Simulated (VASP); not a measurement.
Set up this calculation in VASP 6.6.1, as the native input.

```
Task                    : single point
Functional              : PBE
Potentials or basis     : VASP PAW PBE potentials, release 64 (I)
Cutoff                  : 520 eV
k mesh                  : 11 × 11 × 11
Occupations             : fermi-dirac, width 0.1 eV
Spin                    : no spin polarisation
Dipole correction       : no
k mesh for the DOS      : 17 × 17 × 17
Occupations for the DOS : tetrahedron
Further INCAR settings  : ALGO = Normal; EDIFF = 1e-06
```

The system is I.

```
I
1.0
     2.45121   -1.41521    4.01040
     0.00000    2.83041    4.01040
    -2.45121   -1.41521    4.01040
I
2
Direct
  0.25000 0.25000 0.25000
  0.75000 0.75000 0.75000
```

These files were run (other wordings do the same):

POSCAR

```
I
1.0
    2.4512098441     -1.4152066633      4.0104004598
    0.0000000000      2.8304133267      4.0104004597
   -2.4512098441     -1.4152066633      4.0104004598
I
2
Direct
    0.2499996776      0.2499996776      0.2499996776
   -0.2499996776     -0.2499996776     -0.2499996776
```

INCAR.step1

```
SYSTEM = I
ALGO = Normal
EDIFF = 1E-6
ENCUT = 520
GGA = PE
ISIF = 2
ISMEAR = -1
LASPH = .True.
LCHARG = .True.
LREAL = .False.
LWAVE = .False.
NBANDS = 14
NELM = 60
PREC = Accurate
SIGMA = 0.1
```

KPOINTS.step1

```
k-points
0
Gamma
  11 11 11
  0 0 0
```

INCAR.step2

```
SYSTEM = I
ALGO = Normal
EDIFF = 1E-6
ENCUT = 520
GGA = PE
ICHARG = 11
ISIF = 2
ISMEAR = -5
LASPH = .True.
LCHARG = .False.
LORBIT = 11
LREAL = .False.
LWAVE = .False.
NEDOS = 2001
NELM = 60
PREC = Accurate
SIGMA = 0.1
```

KPOINTS.step2

```
k-points
0
Gamma
  17 17 17
  0 0 0
```

Potentials or basis: VASP PAW PBE potentials, release 64 (I).

Command:

```bash
$ cat potpaw_PBE.64/I/POTCAR > POTCAR
$ cp INCAR.step1 INCAR
$ cp KPOINTS.step1 KPOINTS
$ mpirun -np 1 vasp_std > vasp.out
$ cp INCAR.step2 INCAR
$ cp KPOINTS.step2 KPOINTS
$ mpirun -np 1 vasp_std > vasp.out
```

It gave:

```json
{
 "Valence electrons inside the program's atomic spheres": "I 4.16"
}
```

Run time: 9.4 min on 1 thread of Intel Xeon 8259CL (shared host), peak memory 0.54 GiB.
